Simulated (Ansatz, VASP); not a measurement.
HfC in VASP and in Ansatz

The input INCAR:

```
SYSTEM = HfC
PREC     = Accurate       ! precision mode
ENCUT    = 520            ! plane-wave cutoff, eV
EDIFF    = 1E-6           ! SCF threshold, eV
ISMEAR   = -1             ! smearing method
SIGMA    = 0.03           ! smearing width, eV
LREAL    = .FALSE.        ! projectors in reciprocal space
LASPH    = .TRUE.         ! aspherical terms in the spheres
NELM     = 60             ! most SCF steps
ALGO     = Normal         ! electronic algorithm
ISIF     = 2              ! what is computed and relaxed
LWAVE    = .FALSE.        ! write WAVECAR
LCHARG   = .FALSE.        ! write CHGCAR
GGA      = PE             ! functional
NBANDS   = 14             ! bands
```

Contents of KPOINTS:

```
regular mesh
0
G
  7 7 7
  0 0 0
```

The input POSCAR:

```
HfC
1.0
    0.0000000000      2.3250000000      2.3250000000
    2.3250000000      0.0000000000      2.3250000000
    2.3250000000      2.3250000000      0.0000000000
Hf C
1 1
Direct
    0.5000000000      0.5000000000      0.5000000000
    0.0000000000      0.0000000000      0.0000000000
```

Contents of input.yaml:

```yaml
crystal:
  lattice:
    - [0.0, 2.325, 2.325]
    - [2.325, 0.0, 2.325]
    - [2.325, 2.325, 0.0]
  atoms:
    - { symbol: Hf, position: [0.5, 0.5, 0.5] }
    - { symbol: C, position: [0.0, 0.0, 0.0] }
kpoints:
  mp_grid: { grid: [7, 7, 7] }
scf:
  occupations: { method: fermi_dirac, width: 0.03 }
hamiltonian:
  xc: pbe
  pseudopotentials: { kind: all_electron, lapw: { basis_error: 0.004 } }
output:
  forces: true
  stress: true
  eigenvalues: true
```

Alike in both runs: task single point; functional PBE; k mesh 7 × 7 × 7; occupations fermi-dirac, width 0.03 eV; no spin polarisation.

```csv
,VASP,Ansatz
version,VASP 6.6.1,Ansatz 0.2.0
potentials or method,"VASP PAW PBE potentials, release 64 (Hf_pv, C), cutoff 520 eV","all-electron LAPW, scalar-relativistic"
```

|  | VASP | Ansatz | Ansatz less VASP |
| --- | --- | --- | --- |
| gap on the k mesh at the Fermi level (eV) | none | none | - |
| pressure (GPa) | -0.4 | 0.4 | +0.73 |

A gap of «none» marks a metal or a gap that the smearing closes. Ansatz ran all-electron here, and VASP with PAW potentials.

Neither program's run includes spin-orbit coupling. Noted on Ansatz's run: the k mesh is thin for a metal, which can move the energy by tens of meV per atom.
